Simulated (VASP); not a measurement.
A run of VASP 6.6.1 is set up as follows.

INCAR

```
PREC = Accurate
ENCUT = 520
EDIFF = 1E-6
ISMEAR = -1
SIGMA = 0.15
LREAL = F
LASPH = T
NELM = 60
ALGO = Fast
ISIF = 2
LWAVE = F
LCHARG = T
GGA = CA
LELF = T
LVHAR = T
NBANDS = 28
```

File KPOINTS:

```
Automatic mesh
0
Gamma
  12 12 12
```

Contents of POSCAR:

```
TiCo3
1.0
    3.4707694716      0.0000000000      0.0000000000
    0.0000000000      3.4707694716      0.0000000000
    0.0000000000      0.0000000000      3.4707694716
Ti Co
1 3
Direct
    0.0000000000      0.0000000000      0.0000000000
    0.0000000000      0.5000000000      0.5000000000
    0.5000000000      0.0000000000      0.5000000000
    0.5000000000      0.5000000000      0.0000000000
```

Potentials or basis: VASP PAW LDA potentials, release 64 (Ti_sv, Co).

The run is started by

```bash
$ cat potpaw_LDA.64/Ti_sv/POTCAR potpaw_LDA.64/Co/POTCAR > POTCAR
$ mpirun -np 1 vasp_std > vasp.out
```

(1) Estimate the pressure.

(2) What does it give for the band gap on the k mesh?

## Answers

(1) 4.9 GPa.

(2) zero (an odd number of electrons rules out a gap without spin polarisation).

Caveat: the cell stands under pressure; the run has no spin polarisation, though such a crystal can be magnetic.
